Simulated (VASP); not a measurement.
## ScAl: elastic constants with LDA

The system is ScAl.

```xyz
2
Lattice="3.3104 0.0000 0.0000 0.0000 3.3104 0.0000 0.0000 0.0000 3.3104" Properties=species:S:1:pos:R:3 pbc="T T T"
Sc    1.6552    1.6552    1.6552
Al    0.0000    0.0000    0.0000
```

```yaml
Program: VASP 6.6.1
Task: elastic constants
Functional: LDA
Potentials_or_basis: VASP PAW LDA potentials, release 64 (Sc_sv, Al)
Cutoff: 600 eV
k_mesh: 12 × 12 × 12
Occupations: fermi-dirac, width 0.15 eV
Spin: no spin polarisation
Dipole_correction: no
Ions_in_elastic_constants: relaxed
Further_INCAR_settings: ALGO = Normal; EDIFF = 1e-08; IBRION = 6; POTIM = 0.015; NSW = 1; ISIF = 3
```

```
Elastic constants C11, C12, C44 : 102, 79, 97 GPa
Voigt bulk modulus              : 86 GPa
Highest phonon frequency at Γ   : 296 cm⁻¹
```

Phonon frequencies in cm⁻¹ (negative: imaginary):
```csv
q point,frequencies
"(0.000, 0.000, 0.000)",0 0 0 296 296 296
```

Elastic tensor in Voigt notation (GPa, in the Cartesian axes of the cell as first typed):
```
102  79  79   0   0   0
 79 102  79   0   0   0
 79  79 102   0   0   0
  0   0   0  97   0   0
  0   0   0   0  97   0
  0   0   0   0   0  97
```

Clamped-ion elastic tensor (GPa):
```
102  79  79   0   0   0
 79 102  79   0   0   0
 79  79 102   0   0   0
  0   0   0  97   0   0
  0   0   0   0  97   0
  0   0   0   0   0  97
```

Run time: 38 min on 1 thread of Intel Xeon 8259CL (shared host), peak memory 0.54 GiB.
